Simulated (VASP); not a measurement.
# MgI2 (P-3m1) in VASP: a series of runs, part 2 of 2

VASP 6.6.1.

### 5 Single point, LDA (atoms shifted along a free coordinate)

Contents of INCAR:

```
ALGO = Normal ; EDIFF = 1E-6
ENCUT = 520 ; GGA = CA
ISIF = 2 ; ISMEAR = 0
LASPH = T ; LCHARG = T
LELF = T ; LREAL = F
LVHAR = T ; LWAVE = F
NBANDS = 15 ; NELM = 80
PREC = Accurate ; SIGMA = 0.05
```

Contents of KPOINTS:

```
k-points
0
Gamma
  6 6 4
```

Contents of POSCAR:

```
MgI2
1.0
    4.1487106712      0.0000000000      0.0000000000
   -2.0743553356      3.5928888342      0.0000000000
    0.0000000000      0.0000000000      6.8054124713
Mg I
1 2
Direct
    0.0000000000      0.0000000000      0.0000000000
    0.3333333333      0.6666666667      0.7448732377
    0.6666666667      0.3333333333      0.2551267623
```

Started as:

```
cat potpaw_LDA.64/Mg/POTCAR potpaw_LDA.64/I/POTCAR > POTCAR
mpirun -np 1 vasp_std > vasp.out
```

It took 47 s on 1 thread of Intel Xeon 8259CL, shared host; peak memory 0.2 GiB.

It converged, with:

```
Free energy            : -9.0274 eV
Pressure               : -2.4 GPa
Largest force          : 0.493 eV/Å
Band gap on the k mesh : 3.25 eV (least direct gap 3.28 eV)
```

Forces in eV/Å, atoms in the order of the input:
```
Mg   0.000  0.000  0.000
I    0.000  0.000  0.493
I    0.000  0.000 -0.493
```

Stress tensor (GPa, compression positive):
```
-2.17  0.00  0.00
 0.00 -2.17  0.00
 0.00  0.00 -2.78
```

Levels at points of the mesh, in eV from the valence-band top:
```
           k point  band 5  band 6  band 7  band 8  band 9  band 10  band 11  band 12
(0.00, 0.00, 0.00)   -0.41   -0.03   -0.03    0.00    3.28     4.64     6.66     6.66
(0.50, 0.00, 0.00)   -2.05   -1.35   -1.05   -0.42    3.47     5.06     5.15     6.63
(0.00, 0.00, 0.50)   -0.26   -0.26   -0.19   -0.19    4.47     4.70     6.43     6.43
(0.50, 0.00, 0.50)   -1.12   -1.08   -0.89   -0.78    3.25     4.83     5.54     5.78
```

Caveat: the cell differs from its parent crystal (atoms shifted along a free coordinate); spin-orbit coupling is left out, which moves the levels of the heavy elements.

### 6 Single point, LDA (atoms shifted along a free coordinate)

Contents of INCAR:

```
SYSTEM = MgI2
PREC     = Accurate       ! precision mode
ENCUT    = 520            ! plane-wave cutoff, eV
EDIFF    = 1E-6           ! SCF threshold, eV
ISMEAR   = 0              ! smearing method
SIGMA    = 0.05           ! smearing width, eV
LREAL    = .False.        ! projectors in reciprocal space
LASPH    = .True.         ! aspherical terms in the spheres
NELM     = 60             ! most SCF steps
ALGO     = Normal         ! electronic algorithm
ISIF     = 2              ! what is computed and relaxed
LWAVE    = .False.        ! write WAVECAR
LCHARG   = .True.         ! write CHGCAR
LELF     = .True.         ! ELF
LVHAR    = .True.       
NBANDS   = 15             ! bands
```

Contents of KPOINTS:

```
Automatic mesh
0
Gamma
  6 6 4
  0 0 0
```

Contents of POSCAR:

```
MgI2
1.0
    4.1487106712      0.0000000000      0.0000000000
   -2.0743553356      3.5928888342      0.0000000000
    0.0000000000      0.0000000000      6.8054124713
Mg I
1 2
Direct
    0.0000000000      0.0000000000      0.0000000000
    0.3333333333      0.6666666667      0.7299223370
    0.6666666667      0.3333333333      0.2700776630
```

Potentials or basis: VASP PAW LDA potentials, release 64 (Mg, I).

Started as:

```
cat potpaw_LDA.64/Mg/POTCAR potpaw_LDA.64/I/POTCAR > POTCAR
mpirun -np 1 vasp_std > vasp.out
```

OUTCAR:

```text
SYSTEM = MgI2
   PREC = Accurate
   ENCUT = 520
   EDIFF = 1E-6
   ISMEAR = 0
   LREAL = .False.
   LASPH = .True.
   NELM = 60
   ISIF = 2

 ion  position               nearest neighbor table
   1  0.000  0.000  0.000-   2 3.02   3 3.02   2 3.02   3 3.02   3 3.02   2 3.02
   2  0.333  0.667  0.730-   1 3.02   1 3.02   1 3.02
   3  0.667  0.333  0.270-   1 3.02   1 3.02   1 3.02

  LATTYP: Found a hexagonal cell.
 ALAT       =     4.1487106712
 C/A-ratio  =     1.6403680591

  Lattice vectors:

 A1 = (   4.1487106712,   0.0000000000,   0.0000000000)
 A2 = (  -2.0743553356,   3.5928888342,   0.0000000000)
 A3 = (   0.0000000000,   0.0000000000,   6.8054124713)

Analysis of symmetry for initial positions (statically):
=====================================================================
 Subroutine PRICEL returns:
 Original cell was already a primitive cell.

 Routine SETGRP: Setting up the symmetry group for a
 hexagonal supercell.

 Subroutine GETGRP returns: Found 12 space group operations
 (whereof 12 operations were pure point group operations)
 out of a pool of 24 trial point group operations.

The static configuration has the point symmetry D_3d.

Analysis of symmetry for dynamics (positions and initial velocities):
=====================================================================
 Subroutine PRICEL returns:
 Original cell was already a primitive cell.

 Routine SETGRP: Setting up the symmetry group for a
 hexagonal supercell.

 Subroutine GETGRP returns: Found 12 space group operations
 (whereof 12 operations were pure point group operations)
 out of a pool of 24 trial point group operations.

The dynamic configuration has the point symmetry D_3d.

 Subroutine INISYM returns: Found 12 space group operations
 (whereof 12 operations are pure point group operations),
 and found     1 'primitive' translations

----------------------------------------------------------------------------------------

                                     Primitive cell

  volume of cell :     101.4405

  direct lattice vectors                    reciprocal lattice vectors
     4.148710671  0.000000000  0.000000000     0.241038742  0.139163782  0.000000000
    -2.074355336  3.592888834  0.000000000     0.000000000  0.278327565  0.000000000
     0.000000000  0.000000000  6.805412471     0.000000000  0.000000000  0.146941865

  length of vectors
     4.148710671  4.148710671  6.805412471     0.278327565  0.278327565  0.146941865

  position of ions in fractional coordinates (direct lattice)
     0.000000000  0.000000000  0.000000000
     0.333333333  0.666666667  0.729922337
     0.666666667  0.333333333  0.270077663

  ion indices of the primitive-cell ions
   primitive index   ion index
                 1           1
                 2           2
                 3           3

----------------------------------------------------------------------------------------

 KPOINTS: Automatic mesh

Automatic generation of k-mesh.
 Grid dimensions read from file:
 generate k-points for:    6    6    4

 Generating k-lattice:

  Cartesian coordinates                     Fractional coordinates (reciprocal lattice)
     0.040173124  0.023193964  0.000000000     0.166666667  0.000000000  0.000000000
     0.000000000  0.046387927  0.000000000     0.000000000  0.166666667  0.000000000
[... 43 lines left out ...]
   dimension x,y,z NGXF=    64 NGYF=   64 NGZF=  108
   ions per type =               1   2
   NGX,Y,Z   is equivalent  to a cutoff of  12.82, 12.82, 13.19 a.u.
   NGXF,Y,Z  is equivalent  to a cutoff of  25.65, 25.65, 26.38 a.u.
 SYSTEM =  MgI2
   PREC   = accura    normal or accurate (medium, high low for compatibility)
   ISTART =      0    job   : 0-new  1-cont  2-samecut
   ICHARG =      2    charge: 1-file 2-atom 10-const
   ISPIN  =      1    spin polarized calculation?
   LNONCOLLINEAR =      F non collinear calculations
   LSORBIT =      F    spin-orbit coupling
   LASPH  =      T    aspherical Exc in radial PAW
   ENCUT  =  520.0 eV  38.22 Ry    6.18 a.u.   7.71  7.71 12.65*2*pi/ulx,y,z
   NELM   =     60;   NELMIN=  2; NELMDL= -5     # of ELM steps
   EDIFF  = 0.1E-05   stopping-criterion for ELM
   LREAL  =      F    real-space projection
   EDIFFG = 0.1E-04   stopping-criterion for IOM
   NSW    =      0    number of steps for IOM
   IBRION =     -1    ionic relax: 0-MD 1-quasi-New 2-CG
   NFREE  =      0    steps in history (QN), initial steepest desc. (CG)
   ISIF   =      2    stress and relaxation
   ISYM   =      2    0-nonsym 1-usesym 2-fastsym
   POTIM  = 0.5000    time-step for ionic-motion
   TEBEG  =    0.0;   TEEND  =   0.0 temperature during run
   PSTRESS=    0.0 pullay stress
   NELECT =      16.0000    total number of electrons
   NUPDOWN=      -1.0000    fix difference up-down
   EMIN   =  10.00;   EMAX   =-10.00  energy-range for DOS
   EFERMI =   0.00;   METHOD = LEGACY
   ISMEAR =     0;   SIGMA  =   0.05  broadening in eV -4-tet -1-fermi 0-gaus
   EFERMI_NEDOS =   21; number of points for ismear=-14 and -15
   IALGO  =     38    algorithm
   IMIX   =      4    mixing-type and parameters
     AMIX     =   0.40;   BMIX     =  1.00
     AMIX_MAG =   1.60;   BMIX_MAG =  1.00
  volume/ion in A,a.u.               =      33.81       228.18
  Fermi-wavevector in a.u.,A,eV,Ry     =   0.884527  1.671513 10.645032  0.782388
  Thomas-Fermi vector in A             =   2.005439
   LORBIT       =      0    0 simple, 1 ext, 2 COOP (PROOUT), +10 PAW based schemes
   GGA     = CA    functional components
   LHFCALC =     F    Hartree Fock is set to
   AEXX    =    0.0000 exact exchange contribution
   IVDW    =     0    specifies the selected vdW correction
   LEPSILON=     F    determine dielectric tensor
   LRPA    =     F    only Hartree local field effects (RPA)
 non-spin polarized calculation
 Gauss-broadening in eV      SIGMA  =   0.05
  energy-cutoff  :      520.00
  volume of cell :      101.44
 maximum number of plane-waves:      2772
 NGX is ok and might be reduce to    32
   NGX = 15   NGY = 15   NGZ = 25

 number of electron      16.0000001 magnetization

 Free energy of the ion-electron system (eV)
  ---------------------------------------------------
  ext. energy  EPLUGINS =         0.00000000
  ---------------------------------------------------
  free energy    TOTEN  =        -8.88022934 eV

  energy without entropy =       -8.88022934  energy(sigma->0) =       -8.88022934

 E-fermi :   2.6945     XC(G=0):  -8.6751

 val. band max:        2.4128080181   @ k =   0.0000   0.0000   0.0000
 cond. band min:       5.3733214908   @ k =   0.0000   0.0000   0.0000
 fundamental gap:      2.9605134727
 Fermi energy:         2.6945425375

 k-point     1 :       0.0000    0.0000    0.0000
  band No.  band energies     occupation
      1      -9.7216      2.00000
      2      -9.0156      2.00000
      3      -1.4473      2.00000
      4       2.0119      2.00000
      5       2.0119      2.00000
      6       2.3242      2.00000
      7       2.4128      2.00000
      8       2.4128      2.00000
      9       5.3733      0.00000
     10       7.0915      0.00000
     11       9.1159      0.00000
     12       9.1159      0.00000
     13       9.5342      0.00000
     14      10.6604      0.00000
[... 401 lines left out ...]
      2      -8.8469      2.00000
      3      -0.4980      2.00000
      4      -0.4278      2.00000
      5      -0.4278      2.00000
      6      -0.0485      2.00000
      7       1.8368      2.00000
      8       1.8368      2.00000
      9       6.5487      0.00000
     10       7.3626      0.00000
     11       7.3626      0.00000
     12       8.9654      0.00000
     13      10.4644      0.00000
     14      11.3005      0.00000
     15      11.3023      0.00000

------------------------ aborting loop because EDIFF is reached ----------------------------------------

  FORCE on cell =-STRESS in cart. coord.  units (eV):
  Direction    XX          YY          ZZ          XY          YZ          ZX
  --------------------------------------------------------------------------------------
  -------------------------------------------------------------------------------------
  Total       -1.7456435     -1.7456435     -2.9785276     -0.0000000      0.0000000      0.0000000
  in kB      -27.5711420    -27.5711420    -47.0436299     -0.0000000      0.0000000      0.0000000
  external PRESSURE =     -34.0619713 kB  Pullay stress =       0.0000000 kB

 VOLUME and BASIS-vectors are now :
 -----------------------------------------------------------------------------
  energy-cutoff  :      520.00
  volume of cell :      101.44
      direct lattice vectors                 reciprocal lattice vectors
     4.148710671  0.000000000  0.000000000     0.241038742  0.139163782  0.000000000
    -2.074355336  3.592888834  0.000000000     0.000000000  0.278327565  0.000000000
     0.000000000  0.000000000  6.805412471     0.000000000  0.000000000  0.146941865

 POSITION                                       TOTAL-FORCE (eV/Angst)
 -----------------------------------------------------------------------------------
      0.00000      0.00000      0.00000         0.000000      0.000000      0.000000
     -0.00000      2.39526      4.96742        -0.000000     -0.000000      0.947686
      2.07436      1.19763      1.83799         0.000000      0.000000     -0.947686
 -----------------------------------------------------------------------------------
    total drift:                               -0.000000      0.000000      0.000000

  FREE ENERGIE OF THE ION-ELECTRON SYSTEM (eV)
  ---------------------------------------------------
  free  energy   TOTEN  =        -8.8802293448 eV

  energy  without entropy=       -8.8802293448  energy(sigma->0) =       -8.88022934
```

It took 55 s on 1 thread of Intel Xeon 8259CL, shared host; peak memory 0.2 GiB.

What came out:

```yaml
Free_energy: -8.8802 eV
Pressure: -3.4 GPa
Largest_force: 0.948 eV/Å
Band_gap_on_the_k_mesh: 2.96 eV
```

Forces on the atoms (eV/Å):
```
Mg   0.000  0.000  0.000
I    0.000  0.000  0.948
I    0.000  0.000 -0.948
```

Stress tensor (GPa, compression positive):
```
-2.76  0.00  0.00
 0.00 -2.76  0.00
 0.00  0.00 -4.70
```

Levels at points of the mesh, in eV from the valence-band top:
| k point | band 6 | band 7 | band 8 | band 9 | band 10 | band 11 |
| --- | --- | --- | --- | --- | --- | --- |
| (0.00, 0.00, 0.00) | -0.09 | 0.00 | 0.00 | 2.96 | 4.68 | 6.70 |
| (0.50, 0.00, 0.00) | -1.32 | -1.21 | -0.40 | 3.38 | 4.87 | 4.88 |
| (0.00, 0.00, 0.50) | -0.24 | -0.17 | -0.17 | 4.39 | 4.68 | 6.43 |
| (0.50, 0.00, 0.50) | -1.00 | -0.93 | -0.89 | 2.99 | 4.50 | 5.49 |

Caveat: the cell differs from its parent crystal (atoms shifted along a free coordinate); the cell stands under tension; spin-orbit coupling is left out, which moves the levels of the heavy elements. A k mesh can miss the band edges.

### 7 The runs side by side

```csv
cell,gap on the mesh (eV),pressure (GPa),largest force (eV/Å)
"a = 4.113, b = 4.113, c = 6.747 Å, angles 90.0, 90.0, 120.0°, 3 atoms, atomic positions A",3.33,0.7,0.43
"a = 4.113, b = 4.113, c = 6.747 Å, angles 90.0, 90.0, 120.0°, 3 atoms, atomic positions B",3.31,-1.0,0.14
"a = 4.149, b = 4.149, c = 6.805 Å, angles 90.0, 90.0, 120.0°, 3 atoms, atomic positions C",3.32,-1.0,0.01
"a = 4.149, b = 4.149, c = 6.805 Å, angles 90.0, 90.0, 120.0°, 3 atoms, atomic positions D",3.25,-2.4,0.49
"a = 4.149, b = 4.149, c = 6.805 Å, angles 90.0, 90.0, 120.0°, 3 atoms, atomic positions E",2.96,-3.4,0.95
```

Alike in all rows: task single point; level LDA; potentials or basis VASP PAW LDA potentials, release 64 (Mg, I); no spin polarisation; k mesh 6 × 6 × 4; cutoff (eV) 520; smearing gaussian 0.05 eV.

Caveats: spin-orbit coupling is left out, which moves the levels of the heavy elements; the cell stands under tension (at least some runs).

Absolute energies hang on the potentials; compare differences alone.
